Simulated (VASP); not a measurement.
Input of a VASP 6.6.1 run:

File INCAR:

```
SYSTEM = GaAs
  ALGO = Normal
  EDIFF = 1E-6
  ENCUT = 520
  GGA = PE
  ISIF = 2
  ISMEAR = 0
  LASPH = .TRUE.
  LCHARG = .TRUE.
  LELF = .TRUE.
  LREAL = .FALSE.
  LVHAR = .TRUE.
  LWAVE = .FALSE.
  NBANDS = 16
  NELM = 80
  PREC = Accurate
  SIGMA = 0.05
```

KPOINTS

```
k-points
0
G
  10 10 10
  0 0 0
```

POSCAR

```
GaAs
1.0
    0.0000000000      2.8975212500      2.8975212500
    2.8975212500      0.0000000000      2.8975212500
    2.8975212500      2.8975212500      0.0000000000
Ga As
1 1
Direct
    0.0000000000      0.0000000000      0.0000000000
    0.7500000000      0.7500000000      0.7500000000
```

Potentials or basis: VASP PAW PBE potentials, release 64 (Ga_d, As).

Launch:

```console
$ cat potpaw_PBE.64/Ga_d/POTCAR potpaw_PBE.64/As/POTCAR > POTCAR
$ mpirun -np 1 vasp_std > vasp.out
```

Q: What does it give for the pressure?

A: -1.3 GPa.

Q: Predict the band gap on the k mesh.

A: Zero (filled and empty bands touch).

Caveat: the cell differs from its parent crystal (strain +0.025 along x and y, +0.025 along z).
